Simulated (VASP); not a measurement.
Set up this calculation in VASP 6.6.1, as the native input.

* Task: relaxation of the atoms
* Functional: PBE
* Potentials or basis: VASP PAW PBE potentials, release 64 (C)
* Cutoff: 520 eV
* k mesh: 12 × 12 × 1
* Occupations: fermi-dirac, width 0.05 eV
* Spin: no spin polarisation
* Dipole correction: no
* Further INCAR settings: ALGO = Normal; EDIFF = 1e-06; IBRION = 2; EDIFFG = -0.01; NSW = 80

The structure of C lies in POSCAR:

```
C
1.0
    2.4561701622      0.0000000000      0.0000000000
   -1.2280850811      2.1271057565      0.0000000000
    0.0000000000      0.0000000000     23.5238033600
C
4
Direct
    0.3333333300      0.6666666600      0.3188259945
    0.6666666700      0.3333333400      0.3188259945
    0.3333333300      0.6666666600      0.6811740055
    0.6666666700      0.3333333400      0.6811740055
```

The input as run:

INCAR

```
SYSTEM = C
PREC = Accurate
ENCUT = 520
EDIFF = 1E-6
ISMEAR = -1
SIGMA = 0.05
LREAL = .False.
LASPH = .True.
NELM = 60
ALGO = Normal
ISIF = 2
LWAVE = .False.
LCHARG = .False.
GGA = PE
IBRION = 2
NSW = 80
EDIFFG = -0.01
```

KPOINTS

```
regular mesh
0
Gamma
  12 12 1
  0 0 0
```

Potentials or basis: VASP PAW PBE potentials, release 64 (C).

Launch:

```console
$ cat potpaw_PBE.64/C/POTCAR > POTCAR
$ mpirun -np 1 vasp_std > vasp.out
```

Results of the run:

```json
{
 "Band gap on the k mesh": "zero (filled and empty bands touch)"
}
```

Caveat: the relaxation stopped at its first step, so nothing moved.

Run time: 24 s on 1 thread of Intel(R) Xeon(R) Platinum 8488C (Sapphire Rapids) (shared host), peak memory 0.22 GiB.
